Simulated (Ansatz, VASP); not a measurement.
BaAs3Ru in VASP and in Ansatz

```
Ba Ru As
1.0
     4.78551    0.00000    0.00000
     0.00000    4.78551    0.00000
     0.00000    0.00000    4.78551
Ba Ru As
1 1 3
Direct
  0.50000 0.50000 0.50000
  0.00000 0.00000 0.00000
  0.00000 0.50000 0.00000
  0.50000 0.00000 0.00000
  0.00000 0.00000 0.50000
```

Alike in both runs: task single point; functional PBE; k mesh 7 × 7 × 7; no spin polarisation.

```csv
,VASP,Ansatz
version,VASP 6.6.1,Ansatz 0.2.0
potentials or method,"VASP PAW PBE potentials, release 64 (Ba_sv, Ru_pv, As), cutoff 520 eV",PAW plane waves
occupations,"methfessel-paxton of order 1, width 0.1083 eV","cold, width 0.1083 eV"
valence electrons in the cell,39,71
```

|  | VASP | Ansatz | Ansatz less VASP |
| --- | --- | --- | --- |
| pressure (GPa) | 10.3 | 9.6 | -0.77 |

VASP's potentials hold 39 valence electrons a cell and Ansatz's 71, so a difference there can come from the potentials and not from the codes.

Spin-orbit coupling is off throughout.
